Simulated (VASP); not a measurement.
# NaF (Fm-3m) in VASP: single point with PBEsol

Aim: the single point of NaF with PBEsol.

Everything below comes from runs of VASP 6.6.1. Logs are shortened: lines on timing, memory, paths and dates and some standing lists are left out, and cuts for length are marked.

**1. The cell of the first run**

It takes space group Fm-3m (No. 225, cubic). Conventional cell: a = 4.629 Å, b = 4.629 Å, c = 4.629 Å, α = 90.00°, β = 90.00°, γ = 90.00°. Within 3.1 Å of Na (site symmetry m-3m) lie 6 F at 2.31 Å. Within 3.1 Å of F (site symmetry m-3m) lie 6 Na at 2.31 Å.

**2. Single point, PBEsol**

File INCAR:

```
SYSTEM = NaF
  PREC = Accurate
  ENCUT = 600
  EDIFF = 1E-6
  ISMEAR = 0
  SIGMA = 0.02
  LREAL = .False.
  LASPH = .True.
  NELM = 120
  ALGO = Normal
  ISIF = 2
  LWAVE = .False.
  LCHARG = .True.
  GGA = PS
  LELF = .True.
  LVHAR = .True.
  NBANDS = 14
  GGA_COMPAT = .False.
```

File KPOINTS:

```
regular mesh
0
Gamma
  8 8 8
  0 0 0
```

File POSCAR:

```
NaF
1.0
    0.0000000000      2.3146231015      2.3146231015
    2.3146231015      0.0000000000      2.3146231015
    2.3146231015      2.3146231015      0.0000000000
Na F
1 1
Direct
    0.0000000000      0.0000000000      0.0000000000
    0.5000000000      0.5000000000      0.5000000000
```

Potentials or basis: VASP PAW PBE potentials, release 64 (Na_pv, F).

Run with:

```bash
> cat potpaw_PBE.64/Na_pv/POTCAR potpaw_PBE.64/F/POTCAR > POTCAR
> mpirun -np 1 vasp_std > vasp.out
```

OUTCAR:

```text
SYSTEM = NaF
   PREC = Accurate
   ENCUT = 600
   EDIFF = 1E-6
   ISMEAR = 0
   LREAL = .False.
   LASPH = .True.
   NELM = 120
   ISIF = 2
   GGA = PS

 ion  position               nearest neighbor table
   1  0.000  0.000  0.000-   2 2.31   2 2.31   2 2.31   2 2.31   2 2.31   2 2.31
   2  0.500  0.500  0.500-   1 2.31   1 2.31   1 2.31   1 2.31   1 2.31   1 2.31

  LATTYP: Found a face centered cubic cell.
 ALAT       =     4.6292462030

  Lattice vectors:

 A1 = (   0.0000000000,   2.3146231015,   2.3146231015)
 A2 = (   2.3146231015,   0.0000000000,   2.3146231015)
 A3 = (   2.3146231015,   2.3146231015,   0.0000000000)

Analysis of symmetry for initial positions (statically):
=====================================================================
 Subroutine PRICEL returns:
 Original cell was already a primitive cell.

 Routine SETGRP: Setting up the symmetry group for a
 face centered cubic supercell.

 Subroutine GETGRP returns: Found 48 space group operations
 (whereof 48 operations were pure point group operations)
 out of a pool of 48 trial point group operations.

The static configuration has the point symmetry O_h .

Analysis of symmetry for dynamics (positions and initial velocities):
=====================================================================
 Subroutine PRICEL returns:
 Original cell was already a primitive cell.

 Routine SETGRP: Setting up the symmetry group for a
 face centered cubic supercell.

 Subroutine GETGRP returns: Found 48 space group operations
 (whereof 48 operations were pure point group operations)
 out of a pool of 48 trial point group operations.

The dynamic configuration has the point symmetry O_h .

 Subroutine INISYM returns: Found 48 space group operations
 (whereof 48 operations are pure point group operations),
 and found     1 'primitive' translations

----------------------------------------------------------------------------------------

                                     Primitive cell

  volume of cell :      24.8011

  direct lattice vectors                    reciprocal lattice vectors
     0.000000000  2.314623102  2.314623102    -0.216017891  0.216017891  0.216017891
     2.314623102  0.000000000  2.314623102     0.216017891 -0.216017891  0.216017891
     2.314623102  2.314623102  0.000000000     0.216017891  0.216017891 -0.216017891

  length of vectors
     3.273371382  3.273371382  3.273371382     0.374153962  0.374153962  0.374153962

  position of ions in fractional coordinates (direct lattice)
     0.000000000  0.000000000  0.000000000
     0.500000000  0.500000000  0.500000000

  ion indices of the primitive-cell ions
   primitive index   ion index
                 1           1
                 2           2

----------------------------------------------------------------------------------------

 KPOINTS: regular mesh

Automatic generation of k-mesh.
 Grid dimensions read from file:
 generate k-points for:    8    8    8

 Generating k-lattice:

  Cartesian coordinates                     Fractional coordinates (reciprocal lattice)
    -0.027002236  0.027002236  0.027002236     0.125000000  0.000000000  0.000000000
     0.027002236 -0.027002236  0.027002236     0.000000000  0.125000000  0.000000000
     0.027002236  0.027002236 -0.027002236     0.000000000  0.000000000  0.125000000

  Length of vectors
     0.046769245  0.046769245  0.046769245

  Shift w.r.t. Gamma in fractional coordinates (k-lattice)
     0.000000000  0.000000000  0.000000000

 Subroutine IBZKPT returns following result:
 ===========================================

 Found     29 irreducible k-points:

 Following reciprocal coordinates:
            Coordinates               Weight
  0.000000  0.000000  0.000000      1.000000
  0.125000  0.000000  0.000000      8.000000
  0.250000  0.000000  0.000000      8.000000
  0.375000  0.000000  0.000000      8.000000
  0.500000  0.000000  0.000000      4.000000
  0.125000  0.125000  0.000000      6.000000
[... 16 lines left out ...]
  0.500000  0.250000  0.125000     48.000000
 -0.375000  0.250000  0.125000     24.000000
 [... further k-points ...]
   k-points           NKPTS =     29   k-points in BZ     NKDIM =     29   number of bands    NBANDS=     14
   number of dos      NEDOS =    301   number of ions     NIONS =      2
   total plane-waves  NPLWV =  21952
   dimension x,y,z NGX =    28 NGY =   28 NGZ =   28
   dimension x,y,z NGXF=    56 NGYF=   56 NGZF=   56
   ions per type =               1   1
   NGX,Y,Z   is equivalent  to a cutoff of  14.22, 14.22, 14.22 a.u.
   NGXF,Y,Z  is equivalent  to a cutoff of  28.44, 28.44, 28.44 a.u.
 SYSTEM =  NaF
   PREC   = accura    normal or accurate (medium, high low for compatibility)
   ISTART =      0    job   : 0-new  1-cont  2-samecut
   ICHARG =      2    charge: 1-file 2-atom 10-const
   ISPIN  =      1    spin polarized calculation?
   LNONCOLLINEAR =      F non collinear calculations
   LSORBIT =      F    spin-orbit coupling
   LASPH  =      T    aspherical Exc in radial PAW
   ENCUT  =  600.0 eV  44.10 Ry    6.64 a.u.   6.54  6.54  6.54*2*pi/ulx,y,z
   NELM   =    120;   NELMIN=  2; NELMDL= -5     # of ELM steps
   EDIFF  = 0.1E-05   stopping-criterion for ELM
   LREAL  =      F    real-space projection
   EDIFFG = 0.1E-04   stopping-criterion for IOM
   NSW    =      0    number of steps for IOM
   IBRION =     -1    ionic relax: 0-MD 1-quasi-New 2-CG
   NFREE  =      0    steps in history (QN), initial steepest desc. (CG)
   ISIF   =      2    stress and relaxation
   ISYM   =      2    0-nonsym 1-usesym 2-fastsym
   POTIM  = 0.5000    time-step for ionic-motion
   TEBEG  =    0.0;   TEEND  =   0.0 temperature during run
   PSTRESS=    0.0 pullay stress
   NELECT =      14.0000    total number of electrons
   NUPDOWN=      -1.0000    fix difference up-down
   EMIN   =  10.00;   EMAX   =-10.00  energy-range for DOS
   EFERMI =   0.00;   METHOD = LEGACY
   ISMEAR =     0;   SIGMA  =   0.02  broadening in eV -4-tet -1-fermi 0-gaus
   EFERMI_NEDOS =   21; number of points for ismear=-14 and -15
   IALGO  =     38    algorithm
   IMIX   =      4    mixing-type and parameters
     AMIX     =   0.40;   BMIX     =  1.00
     AMIX_MAG =   1.60;   BMIX_MAG =  1.00
  volume/ion in A,a.u.               =      12.40        83.68
  Fermi-wavevector in a.u.,A,eV,Ry     =   1.352988  2.556776 24.906500  1.830576
  Thomas-Fermi vector in A             =   2.480281
   LORBIT       =      0    0 simple, 1 ext, 2 COOP (PROOUT), +10 PAW based schemes
   GGA     = PS    functional components
   LHFCALC =     F    Hartree Fock is set to
   AEXX    =    0.0000 exact exchange contribution
   IVDW    =     0    specifies the selected vdW correction
   LEPSILON=     F    determine dielectric tensor
   LRPA    =     F    only Hartree local field effects (RPA)
 non-spin polarized calculation
 Gauss-broadening in eV      SIGMA  =   0.02
  energy-cutoff  :      600.00
  volume of cell :       24.80
 maximum number of plane-waves:       869
 NGX is ok and might be reduce to    28
   NGX = 13   NGY = 13   NGZ = 13

 number of electron      14.0000006 magnetization

 Free energy of the ion-electron system (eV)
  ---------------------------------------------------
  ext. energy  EPLUGINS =         0.00000000
  ---------------------------------------------------
  free energy    TOTEN  =        -8.77053941 eV

  energy without entropy =       -8.77053941  energy(sigma->0) =       -8.77053941

 E-fermi :  -2.0451     XC(G=0):  -9.3493

 val. band max:       -2.1656743966   @ k =   0.0000   0.0000   0.0000
 cond. band min:       4.0123859226   @ k =   0.0000   0.0000   0.0000
 fundamental gap:      6.1780603192
 Fermi energy:        -2.0451031453

 k-point     1 :       0.0000    0.0000    0.0000
  band No.  band energies     occupation
      1     -21.2284      2.00000
      2     -20.9242      2.00000
      3     -20.9242      2.00000
      4     -20.9242      2.00000
      5      -2.1657      2.00000
      6      -2.1657      2.00000
      7      -2.1657      2.00000
      8       4.0124      0.00000
      9      16.7008      0.00000
     10      16.7008      0.00000
     11      16.7008      0.00000
     12      19.3906      0.00000
     13      21.7815      0.00000
     14      21.7815      0.00000

 k-point     2 :       0.1250    0.0000    0.0000
  band No.  band energies     occupation
      1     -21.4112      2.00000
      2     -20.9260      2.00000
      3     -20.9260      2.00000
      4     -20.7203      2.00000
      5      -2.4695      2.00000
      6      -2.2044      2.00000
      7      -2.2044      2.00000
      8       4.5643      0.00000
      9      14.9199      0.00000
     10      16.9407      0.00000
     11      16.9407      0.00000
     12      21.2046      0.00000
     13      21.2046      0.00000
     14      21.3434      0.00000

 k-point     3 :       0.2500    0.0000    0.0000
  band No.  band energies     occupation
      1     -21.6348      2.00000
      2     -20.9305      2.00000
      3     -20.9305      2.00000
      4     -20.4453      2.00000
      5      -3.0849      2.00000
      6      -2.2967      2.00000
      7      -2.2967      2.00000
      8       5.8872      0.00000
      9      12.8238      0.00000
     10      17.4701      0.00000
     11      17.4701      0.00000
     12      20.5366      0.00000
     13      20.5366      0.00000
     14      22.1002      0.00000
[... 324 lines left out ...]
 k-point    23 :       0.5000    0.2500    0.1250
  band No.  band energies     occupation
      1     -21.6540      2.00000
      2     -20.9777      2.00000
      3     -20.9490      2.00000
      4     -20.3444      2.00000
      5      -3.4306      2.00000
      6      -2.6766      2.00000
      7      -2.4699      2.00000
      8       8.3740      0.00000
      9      11.2618      0.00000
     10      15.1780      0.00000
     11      17.0235      0.00000
     12      19.3136      0.00000
     13      21.3923      0.00000
     14      25.5650      0.00000

 k-point    24 :      -0.3750    0.2500    0.1250
  band No.  band energies     occupation
      1     -21.6684      2.00000
      2     -20.9809      2.00000
      3     -20.9565      2.00000
      4     -20.3132      2.00000
      5      -3.5035      2.00000
      6      -2.7559      2.00000
      7      -2.5088      2.00000
      8       9.4680      0.00000
      9      10.4277      0.00000
     10      14.8823      0.00000
     11      16.7214      0.00000
     12      19.9103      0.00000
     13      20.9767      0.00000
     14      25.7879      0.00000

 [... further k-points ...]
[... 5 lines left out ...]
  --------------------------------------------------------------------------------------
  -------------------------------------------------------------------------------------
  Total       -0.0256655     -0.0256655     -0.0256655      0.0000000      0.0000000      0.0000000
  in kB       -1.6580176     -1.6580176     -1.6580176      0.0000000      0.0000000      0.0000000
  external PRESSURE =      -1.6580176 kB  Pullay stress =       0.0000000 kB

 VOLUME and BASIS-vectors are now :
 -----------------------------------------------------------------------------
  energy-cutoff  :      600.00
  volume of cell :       24.80
      direct lattice vectors                 reciprocal lattice vectors
     0.000000000  2.314623102  2.314623102    -0.216017891  0.216017891  0.216017891
     2.314623102  0.000000000  2.314623102     0.216017891 -0.216017891  0.216017891
     2.314623102  2.314623102  0.000000000     0.216017891  0.216017891 -0.216017891

 POSITION                                       TOTAL-FORCE (eV/Angst)
 -----------------------------------------------------------------------------------
      0.00000      0.00000      0.00000         0.000000      0.000000      0.000000
      2.31462      2.31462      2.31462        -0.000000     -0.000000     -0.000000
 -----------------------------------------------------------------------------------
    total drift:                                0.000000      0.000000      0.000000

  FREE ENERGIE OF THE ION-ELECTRON SYSTEM (eV)
  ---------------------------------------------------
  free  energy   TOTEN  =        -8.7705394132 eV

  energy  without entropy=       -8.7705394132  energy(sigma->0) =       -8.77053941
```

Run time: 10 s. Hardware: 1 thread of Intel Xeon Platinum 8375C at 2.90GHz (Ice Lake), shared host; peak memory 0.15 GiB.

What came out:

```
Free energy            : -8.7705 eV
Pressure               : -0.2 GPa
Band gap on the k mesh : 6.18 eV
```

Caveat: the PAW data sets were made with another functional, which shifts forces and pressure a little.
